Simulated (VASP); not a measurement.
# SnO2 (R-3m) in VASP: notebook

Runs on SnO2. Level: r2SCAN. Tasks: single point.

Everything below comes from runs of VASP 6.6.1. Logs are shortened: lines on timing, memory, paths and dates and some standing lists are left out, and cuts for length are marked.

## Step 1: The cell of the first run

The structure is trigonal, space group R-3m (No. 166). The conventional cell has a = 3.364 Å, b = 3.364 Å, c = 13.826 Å, α = 90.00°, β = 90.00°, γ = 120.00°. Within 2.9 Å of Sn (site symmetry -3m) lie 6 O at 2.17 Å. Within 2.9 Å of O (site symmetry 3m) lie 3 Sn at 2.17 Å and 3 O at 2.75 Å.

## Step 2: Single point, r2SCAN (strain +0.040 along x and y, -0.040 along z)

Input file POSCAR:

```
SnO2
1.0
    1.6817767982      0.9709742872      4.6085688806
   -1.6817767982      0.9709742872      4.6085688806
    0.0000000000     -1.9419485744      4.6085688806
Sn O
1 2
Direct
    0.5000000000      0.5000000000      0.5000000000
    0.2371700000      0.2371700000      0.2371700000
    0.7628300000      0.7628300000      0.7628300000
```

Input file INCAR.step1:

```
PREC = Accurate ; ENCUT = 520
ISMEAR = 0 ; SIGMA = 0.05
LREAL = False ; LASPH = True
NELM = 80 ; NBANDS = 20
GGA = PE ; ALGO = Normal
EDIFF = 1E-4 ; LWAVE = True
LCHARG = False
```

Input file INCAR.step2:

```
PREC = Accurate ; ENCUT = 520
EDIFF = 1E-6 ; ISMEAR = 0
SIGMA = 0.05 ; LREAL = False
LASPH = True ; NELM = 80
ALGO = Normal ; ISIF = 2
LWAVE = False ; LCHARG = False
METAGGA = R2SCAN ; LMIXTAU = True
NBANDS = 20 ; ISTART = 1
```

Input file KPOINTS:

```
regular mesh
0
Gamma
  12 12 12
```

Potentials or basis: VASP PAW PBE potentials, release 64 (Sn_d, O).

On the command line:

```sh
$ cat potpaw_PBE.64/Sn_d/POTCAR potpaw_PBE.64/O/POTCAR > POTCAR
$ cp INCAR.step1 INCAR
$ mpirun -np 1 vasp_std > vasp.out
$ cp INCAR.step2 INCAR
$ mpirun -np 1 vasp_std > vasp.out
```

OUTCAR:

```text
PREC = Accurate
   ENCUT = 520
   EDIFF = 1E-6
   ISMEAR = 0
   LREAL = False
   LASPH = True
   NELM = 80
   ISIF = 2
   METAGGA = R2SCAN
   ISTART = 1

 ion  position               nearest neighbor table
   1  0.500  0.500  0.500-   2 2.17   2 2.17   3 2.17   3 2.17   2 2.17   3 2.17
   2  0.237  0.237  0.237-   1 2.17   1 2.17   1 2.17
   3  0.763  0.763  0.763-   1 2.17   1 2.17   1 2.17

  LATTYP: Found a trigonal (rhomboedric) cell.
 ALAT       =     5.0010070378
 COS(alpha) =     0.7738212615

  Lattice vectors:

 A1 = (   1.6817767982,   0.9709742872,   4.6085688806)
 A2 = (  -1.6817767982,   0.9709742872,   4.6085688806)
 A3 = (   0.0000000000,  -1.9419485744,   4.6085688806)

Analysis of symmetry for initial positions (statically):
=====================================================================
 Subroutine PRICEL returns:
 Original cell was already a primitive cell.

 Routine SETGRP: Setting up the symmetry group for a
 trigonal (rhombohedral) supercell.

 Subroutine GETGRP returns: Found 12 space group operations
 (whereof 12 operations were pure point group operations)
 out of a pool of 12 trial point group operations.

The static configuration has the point symmetry D_3d.

Analysis of symmetry for dynamics (positions and initial velocities):
=====================================================================
 Subroutine PRICEL returns:
 Original cell was already a primitive cell.

 Routine SETGRP: Setting up the symmetry group for a
 trigonal (rhombohedral) supercell.

 Subroutine GETGRP returns: Found 12 space group operations
 (whereof 12 operations were pure point group operations)
 out of a pool of 12 trial point group operations.

The dynamic configuration has the point symmetry D_3d.

 Subroutine INISYM returns: Found 12 space group operations
 (whereof 12 operations are pure point group operations),
 and found     1 'primitive' translations

----------------------------------------------------------------------------------------

                                     Primitive cell

  volume of cell :      45.1537

  direct lattice vectors                    reciprocal lattice vectors
     1.681776798  0.970974287  4.608568881     0.297304613  0.171648898  0.072329034
    -1.681776798  0.970974287  4.608568881    -0.297304613  0.171648898  0.072329034
     0.000000000 -1.941948574  4.608568881     0.000000000 -0.343297797  0.072329034

  length of vectors
     5.001007038  5.001007038  5.001007038     0.350834528  0.350834528  0.350834528

  position of ions in fractional coordinates (direct lattice)
     0.500000000  0.500000000  0.500000000
     0.237170000  0.237170000  0.237170000
     0.762830000  0.762830000  0.762830000

  ion indices of the primitive-cell ions
   primitive index   ion index
                 1           1
                 2           2
                 3           3

----------------------------------------------------------------------------------------

 KPOINTS: regular mesh

Automatic generation of k-mesh.
 Grid dimensions read from file:
 generate k-points for:   12   12   12

 Generating k-lattice:

  Cartesian coordinates                     Fractional coordinates (reciprocal lattice)
     0.024775384  0.014304075  0.006027419     0.083333333  0.000000000  0.000000000
    -0.024775384  0.014304075  0.006027419     0.000000000  0.083333333  0.000000000
     0.000000000 -0.028608150  0.006027419     0.000000000  0.000000000  0.083333333

  Length of vectors
     0.029236211  0.029236211  0.029236211

  Shift w.r.t. Gamma in fractional coordinates (k-lattice)
     0.000000000  0.000000000  0.000000000

 Subroutine IBZKPT returns following result:
 ===========================================

 Found    189 irreducible k-points:

 Following reciprocal coordinates:
            Coordinates               Weight
  0.000000  0.000000  0.000000      1.000000
  0.083333 -0.000000  0.000000      6.000000
  0.166667 -0.000000  0.000000      6.000000
  0.250000 -0.000000  0.000000      6.000000
  0.333333 -0.000000 -0.000000      6.000000
  0.416667  0.000000 -0.000000      6.000000
[... 16 lines left out ...]
  0.500000  0.166667  0.000000     12.000000
 -0.416667  0.166667  0.000000     12.000000
 [... further k-points ...]
   k-points           NKPTS =    189   k-points in BZ     NKDIM =    189   number of bands    NBANDS=     20
   number of dos      NEDOS =    301   number of ions     NIONS =      3
   total plane-waves  NPLWV =  64000
   dimension x,y,z NGX =    40 NGY =   40 NGZ =   40
   dimension x,y,z NGXF=    80 NGYF=   80 NGZF=   80
   ions per type =               1   2
   NGX,Y,Z   is equivalent  to a cutoff of  13.30, 13.30, 13.30 a.u.
   NGXF,Y,Z  is equivalent  to a cutoff of  26.59, 26.59, 26.59 a.u.
 SYSTEM =  unknown system
   PREC   = accura    normal or accurate (medium, high low for compatibility)
   ISTART =      1    job   : 0-new  1-cont  2-samecut
   ICHARG =      0    charge: 1-file 2-atom 10-const
   ISPIN  =      1    spin polarized calculation?
   LNONCOLLINEAR =      F non collinear calculations
   LSORBIT =      F    spin-orbit coupling
   LASPH  =      T    aspherical Exc in radial PAW
   ENCUT  =  520.0 eV  38.22 Ry    6.18 a.u.   9.30  9.30  9.30*2*pi/ulx,y,z
   NELM   =     80;   NELMIN=  2; NELMDL=  0     # of ELM steps
   EDIFF  = 0.1E-05   stopping-criterion for ELM
   LREAL  =      F    real-space projection
   EDIFFG = 0.1E-04   stopping-criterion for IOM
   NSW    =      0    number of steps for IOM
   IBRION =     -1    ionic relax: 0-MD 1-quasi-New 2-CG
   NFREE  =      0    steps in history (QN), initial steepest desc. (CG)
   ISIF   =      2    stress and relaxation
   ISYM   =      2    0-nonsym 1-usesym 2-fastsym
   POTIM  = 0.5000    time-step for ionic-motion
   TEBEG  =    0.0;   TEEND  =   0.0 temperature during run
   PSTRESS=    0.0 pullay stress
   NELECT =      26.0000    total number of electrons
   NUPDOWN=      -1.0000    fix difference up-down
   EMIN   =  10.00;   EMAX   =-10.00  energy-range for DOS
   EFERMI =   0.00;   METHOD = LEGACY
   ISMEAR =     0;   SIGMA  =   0.05  broadening in eV -4-tet -1-fermi 0-gaus
   EFERMI_NEDOS =   21; number of points for ismear=-14 and -15
   IALGO  =     38    algorithm
   IMIX   =      4    mixing-type and parameters
     AMIX     =   0.40;   BMIX     =  1.00
     AMIX_MAG =   1.60;   BMIX_MAG =  1.00
  volume/ion in A,a.u.               =      15.05       101.57
  Fermi-wavevector in a.u.,A,eV,Ry     =   1.361972  2.573754 25.238364  1.854967
  Thomas-Fermi vector in A             =   2.488502
   LORBIT       =      0    0 simple, 1 ext, 2 COOP (PROOUT), +10 PAW based schemes
   METAGGA = R2SCAN    functional components
   LHFCALC =     F    Hartree Fock is set to
   AEXX    =    0.0000 exact exchange contribution
   IVDW    =     0    specifies the selected vdW correction
   LEPSILON=     F    determine dielectric tensor
   LRPA    =     F    only Hartree local field effects (RPA)
 non-spin polarized calculation
 Gauss-broadening in eV      SIGMA  =   0.05
  energy-cutoff  :      520.00
  volume of cell :       45.15
 maximum number of plane-waves:      1235
 NGX is ok and might be reduce to    40
   NGX = 19   NGY = 19   NGZ = 19

 number of electron      25.9999999 magnetization

 Free energy of the ion-electron system (eV)
  ---------------------------------------------------
  ext. energy  EPLUGINS =         0.00000000
  ---------------------------------------------------
  free energy    TOTEN  =       -41.41210314 eV

  energy without entropy =      -41.41210314  energy(sigma->0) =      -41.41210314

 E-fermi :   2.9839     XC(G=0): -10.5732

 val. band max:        2.7800186138   @ k =  -0.0833   0.0833   0.0000
 cond. band min:       4.3446548200   @ k =   0.0000   0.0000   0.0000
 fundamental gap:      1.5646362061
 Fermi energy:         2.9839094688

 k-point     1 :       0.0000    0.0000    0.0000
  band No.  band energies     occupation
      1     -17.9892      2.00000
      2     -17.7872      2.00000
      3     -17.7872      2.00000
      4     -17.6516      2.00000
      5     -17.6516      2.00000
      6     -15.7978      2.00000
[... 12 lines left out ...]
     19      19.9033      0.00000
     20      19.9033      0.00000

 k-point     2 :       0.0833   -0.0000    0.0000
  band No.  band energies     occupation
      1     -17.9699      2.00000
      2     -17.8363      2.00000
      3     -17.7799      2.00000
      4     -17.6560      2.00000
      5     -17.6488      2.00000
      6     -15.7563      2.00000
[... 12 lines left out ...]
     19      18.6621      0.00000
     20      19.9314      0.00000

 k-point     3 :       0.1667   -0.0000    0.0000
  band No.  band energies     occupation
      1     -17.9944      2.00000
      2     -17.8901      2.00000
      3     -17.7641      2.00000
      4     -17.6658      2.00000
      5     -17.6370      2.00000
      6     -15.6275      2.00000
[... 12 lines left out ...]
     19      17.4493      0.00000
     20      20.0425      0.00000

 k-point     4 :       0.2500   -0.0000    0.0000
  band No.  band energies     occupation
      1     -18.1571      2.00000
      2     -17.8282      2.00000
      3     -17.7524      2.00000
      4     -17.6746      2.00000
      5     -17.6105      2.00000
      6     -15.4142      2.00000
[... 12 lines left out ...]
     19      16.6067      0.00000
     20      19.9692      0.00000

 k-point     5 :       0.3333   -0.0000   -0.0000
  band No.  band energies     occupation
      1     -18.3123      2.00000
      2     -17.7764      2.00000
      3     -17.7493      2.00000
      4     -17.6723      2.00000
      5     -17.5748      2.00000
      6     -15.1503      2.00000
[... 12 lines left out ...]
     19      16.2457      0.00000
     20      18.5195      0.00000
[... 353 lines left out ...]
      6     -15.2373      2.00000
[... 12 lines left out ...]
     19      16.3835      0.00000
     20      18.8620      0.00000

 k-point    22 :       0.4167    0.1667   -0.0000
  band No.  band energies     occupation
      1     -18.2683      2.00000
      2     -17.8930      2.00000
      3     -17.7304      2.00000
      4     -17.6793      2.00000
      5     -17.5821      2.00000
      6     -14.9207      2.00000
[... 12 lines left out ...]
     19      16.6319      0.00000
     20      17.8756      0.00000

 k-point    23 :       0.5000    0.1667    0.0000
  band No.  band energies     occupation
      1     -18.3411      2.00000
      2     -17.8923      2.00000
      3     -17.7288      2.00000
      4     -17.6637      2.00000
      5     -17.5824      2.00000
      6     -14.6252      2.00000
[... 12 lines left out ...]
     19      17.0126      0.00000
     20      17.0803      0.00000

 k-point    24 :      -0.4167    0.1667    0.0000
  band No.  band energies     occupation
      1     -18.3671      2.00000
      2     -17.8922      2.00000
      3     -17.7297      2.00000
      4     -17.6509      2.00000
      5     -17.5881      2.00000
      6     -14.5041      2.00000
[... 12 lines left out ...]
     19      16.5805      0.00000
     20      17.2086      0.00000

 [... further k-points ...]
[... 5 lines left out ...]
  --------------------------------------------------------------------------------------
  -------------------------------------------------------------------------------------
  Total       -5.3846754     -5.3846754     -1.9661573      0.0000000     -0.0000000      0.0000000
  in kB     -191.0630442   -191.0630442    -69.7646523      0.0000000     -0.0000000      0.0000000
  external PRESSURE =    -150.6302469 kB  Pullay stress =       0.0000000 kB

 VOLUME and BASIS-vectors are now :
 -----------------------------------------------------------------------------
  energy-cutoff  :      520.00
  volume of cell :       45.15
      direct lattice vectors                 reciprocal lattice vectors
     1.681776798  0.970974287  4.608568881     0.297304613  0.171648898  0.072329034
    -1.681776798  0.970974287  4.608568881    -0.297304613  0.171648898  0.072329034
     0.000000000 -1.941948574  4.608568881     0.000000000 -0.343297797  0.072329034

 POSITION                                       TOTAL-FORCE (eV/Angst)
 -----------------------------------------------------------------------------------
      0.00000      0.00000      6.91285        -0.000000     -0.000000      0.000000
      0.00000      0.00000      3.27904         0.000000      0.000000     -0.663095
      0.00000      0.00000     10.54666         0.000000     -0.000000      0.663095
 -----------------------------------------------------------------------------------
    total drift:                                0.000000      0.000000      0.000000

  FREE ENERGIE OF THE ION-ELECTRON SYSTEM (eV)
  ---------------------------------------------------
  free  energy   TOTEN  =       -41.4121031365 eV

  energy  without entropy=      -41.4121031365  energy(sigma->0) =      -41.41210314
```

It took 28 min on 1 thread of Intel Xeon 8259CL, shared host; peak memory 0.36 GiB.

Results:

| Item | Value |
| --- | --- |
| Free energy | -41.4121 eV |
| Pressure | -15.1 GPa |
| Largest force | 0.663 eV/Å |
| Band gap on the k mesh | 1.56 eV (least direct gap 1.62 eV) |

Forces on the atoms (eV/Å):
```
Sn   0.000  0.000  0.000
O    0.000  0.000 -0.663
O    0.000  0.000  0.663
```

Levels at points of the mesh, in eV from the valence-band top:
```tsv
k point	band 9	band 10	band 11	band 12	band 13	band 14	band 15	band 16	band 17	band 18
(0.00, 0.00, 0.00)	-1.37	-1.37	-1.16	-1.16	-0.06	1.56	5.89	10.83	10.83	12.06
(0.50, 0.00, 0.00)	-3.84	-3.03	-1.37	-0.71	-0.69	5.18	8.02	9.84	12.91	13.00
(0.50, 0.50, 0.00)	-4.15	-3.17	-0.91	-0.51	-0.06	4.89	7.06	10.89	11.12	12.99
(0.50, 0.50, 0.50)	-1.47	-1.47	-1.35	-1.09	-1.09	3.02	5.81	11.10	11.10	13.32
```

Caveat: the cell differs from its parent crystal (strain +0.040 along x and y, -0.040 along z); the stress differs along the axes, from -19 to -7 GPa; the PAW data sets were made with another functional, which shifts forces and pressure a little; spin-orbit coupling is left out, which moves the levels of the heavy elements.

(Continued in part 2 of 3.)
